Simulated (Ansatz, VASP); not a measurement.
**Two plane-wave programs on Cu**

```
CELL_PARAMETERS angstrom
2.56645 0.00000 0.00000
0.00000 3.62951 0.00000
0.00000 0.00000 22.41610
ATOMIC_POSITIONS crystal
Cu 0.25000 0.25000 0.35689
Cu 0.75000 0.75000 0.41413
Cu 0.25000 0.25000 0.47138
Cu 0.75000 0.75000 0.52862
Cu 0.25000 0.25000 0.58587
Cu 0.75000 0.75000 0.64311
```

Alike in both runs: task single point; functional PBE; k mesh 16 × 11 × 1; occupations fermi-dirac, width 0.05 eV; no spin polarisation.

|  | VASP | Ansatz |
| --- | --- | --- |
| version | VASP 6.6.1 | Ansatz 0.2.0 |
| potentials or method | VASP PAW PBE potentials, release 64 (Cu) | PAW with Ansatz's default frozen-core files, scalar-relativistic |
| plane-wave cutoff (eV) | 520 | 420 |
| valence electrons in the cell | 66 | 114 |

|  | VASP | Ansatz | Ansatz less VASP |
| --- | --- | --- | --- |
| gap on the k mesh at the Fermi level (eV) | none | none | - |
| rms of the force components (eV/Å) | 0.185 | 0.192 | +0.0066 |

Atom by atom the forces differ by 0.010 eV/Å (rms over components). A gap of «none» marks a metal or a gap that the smearing closes. The functional is the same, so the differences come from potentials, cutoffs and numerics. VASP's potentials hold 66 valence electrons a cell and Ansatz's 114, so a difference there can come from the potentials and not from the codes. Ansatz's warnings: xc potential rough in thin density.
